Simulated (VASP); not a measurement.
**Ru: single point with PBEsol**

The system is Ru.

```
Ru
1.0
     1.81867    1.05001    2.67532
    -1.81867    1.05001    2.67532
     0.00000   -2.10002    2.67532
Ru
2
Direct
  0.23981 0.23981 0.23981
  0.76019 0.76019 0.76019
```

```
Program                : VASP 6.6.1
Task                   : single point
Functional             : PBEsol
Potentials or basis    : VASP PAW PBE potentials, release 64 (Ru_pv)
Cutoff                 : 520 eV
k mesh                 : 6 × 6 × 6
Occupations            : gaussian, width 0.1 eV
Spin                   : no spin polarisation
Dipole correction      : no
Further INCAR settings : ALGO = Normal; EDIFF = 1e-06; NBANDS = 21
```

```
Pressure               : 0.3 GPa
Largest force          : 0.026 eV/Å
Band gap on the k mesh : zero (band 14 reaches 12.52 eV, above the bottom of band 15 at 10.09 eV)
```

Forces on the atoms (eV/Å):
```
Ru   0.000  0.000  0.026
Ru   0.000  0.000 -0.026
```

Stress tensor (GPa, compression positive):
```
0.45 0.00 0.00
0.00 0.45 0.00
0.00 0.00 0.01
```

Levels at points of the mesh, in eV from the Fermi level:
```tsv
k point	band 12	band 13	band 14	band 15	band 16	band 17
(0.00, 0.00, 0.00)	-4.23	1.10	1.56	1.56	3.56	3.56
(0.50, 0.00, 0.00)	-2.04	-2.02	-1.69	-0.88	-0.43	0.98
(0.50, 0.50, 0.00)	-0.94	-0.77	-0.43	-0.27	1.61	3.45
(0.50, 0.50, 0.50)	-2.65	-1.42	-1.42	-0.40	-0.40	1.63
```

Wall time 9.7 s on 1 thread of Intel(R) Xeon(R) 6975P-C (Granite Rapids) (shared host), peak memory 0.16 GiB.

Caveat: the PAW data sets were made with another functional, which shifts forces and pressure a little.
